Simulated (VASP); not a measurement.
A run of VASP 6.6.1 is set up as follows.

Contents of INCAR:

```
SYSTEM = Mo
PREC     = Accurate       ! precision mode
ENCUT    = 520            ! plane-wave cutoff, eV
EDIFF    = 1E-6           ! SCF threshold, eV
ISMEAR   = -1             ! smearing method
SIGMA    = 0.1            ! smearing width, eV
LREAL    = .FALSE.        ! projectors in reciprocal space
LASPH    = .TRUE.         ! aspherical terms in the spheres
NELM     = 60             ! most SCF steps
ALGO     = Normal         ! electronic algorithm
ISIF     = 2              ! what is computed and relaxed
LWAVE    = .FALSE.        ! write WAVECAR
LCHARG   = .FALSE.        ! write CHGCAR
GGA      = PS             ! functional
NBANDS   = 36             ! bands
```

Contents of KPOINTS:

```
Automatic mesh
0
G
  15 15 4
  0 0 0
```

POSCAR

```
Mo
1.0
    2.7117404323      0.0000000000      0.0000000000
   -1.3558702161      2.3484361028      0.0000000000
    0.0000000000      0.0000000000      9.3916130419
Mo
4
Direct
    1.0000000000      0.0000000000      0.0000000000
    1.0000000000      0.0000000000      0.5000000000
    0.3333333333      0.6666666667      0.2500000000
    0.6666666667      0.3333333333      0.7500000000
```

Potentials or basis: VASP PAW PBE potentials, release 64 (Mo_sv).

Command:

```bash
$ cat potpaw_PBE.64/Mo_sv/POTCAR > POTCAR
$ mpirun -np 1 vasp_std > vasp.out
```

Q: Predict the pressure.

A: 12.0 GPa.

Q: Estimate the band gap on the k mesh.

A: Zero (bands 28 and 29 overlap by 1.82 eV).

Stress tensor (GPa, compression positive):
```
12.65  0.00  0.00
 0.00 12.65  0.00
 0.00  0.00 10.79
```

Caveat: the cell stands under pressure; the PAW data sets were made with another functional, which shifts forces and pressure a little.
